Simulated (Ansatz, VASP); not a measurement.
MoS in VASP and in Ansatz

The input INCAR:

```
PREC = Accurate
ENCUT = 520
EDIFF = 1E-7
ISMEAR = 0
SIGMA = 0.1
LREAL = False
LASPH = True
NELM = 150
ALGO = Normal
ISIF = 2
LWAVE = False
LCHARG = True
ISPIN = 2
MAGMOM = 1 0
LORBIT = 11
LMAXMIX = 4
GGA = PE
LELF = True
LVHAR = True
NBANDS = 21
```

KPOINTS

```
regular mesh
0
Gamma
  6 6 6
```

File POSCAR:

```
MoS
1.0
    3.4404364600      0.0000000000      0.0000000000
    0.0000000000      3.4404364600      0.0000000000
    0.0000000000      0.0000000000      3.4404364600
Mo S
1 1
Direct
    0.5000000000      0.5000000000      0.5000000000
    0.0000000000      0.0000000000      0.0000000000
```

Input for Ansatz:

```yaml
crystal:
  lattice:
    - [3.44043646, 0.0, 0.0]
    - [0.0, 3.44043646, 0.0]
    - [0.0, 0.0, 3.44043646]
  atoms:
    - { symbol: Mo, position: [0.5, 0.5, 0.5], spin: 1.0 }
    - { symbol: S, position: [0.0, 0.0, 0.0] }
basis:
  ecutwfc: 420
kpoints:
  mp_grid: { grid: [6, 6, 6] }
hamiltonian:
  xc: pbe
scf:
  occupations: { method: gaussian, width: 0.1 }
  lower_state_search: "off"
output:
  forces: true
  stress: true
  eigenvalues: true
  populations: true
magnetization:
  spin_polarized: true
```

Change from the starting cell: species swapped into the DyAu type (Pm-3m, No. 221).

Alike in both runs: task single point; functional PBE; k mesh 6 × 6 × 6; occupations gaussian, width 0.1 eV; collinear spin.

|  | VASP | Ansatz |
| --- | --- | --- |
| version | VASP 6.6.1 | Ansatz 0.2.0 |
| potentials or method | VASP PAW PBE potentials, release 64 (Mo_sv, S), cutoff 520 eV | scalar-relativistic, plane waves, PAW |
| valence electrons in the cell | 20 | 20 |

VASP gave:

| Property | Result |
| --- | --- |
| gap on the k mesh at the Fermi level (eV) | none |
| pressure (GPa) | -26.4 |
| net moment per atom (μB) | 1.00 |
| size of the moment on the site where the two differ most (μB) | 1.82 |

Estimate Ansatz's values.

gap on the k mesh at the Fermi level (eV): none; pressure (GPa): -26.4; net moment per atom (μB): 1.00; size of the moment on the site where the two differ most (μB): 1.77.

Site moments also hang on the region over which each program counts them. A gap of «none» marks a metal or a gap that the smearing closes. The functional is the same, so the differences come from potentials, cutoffs and numerics.
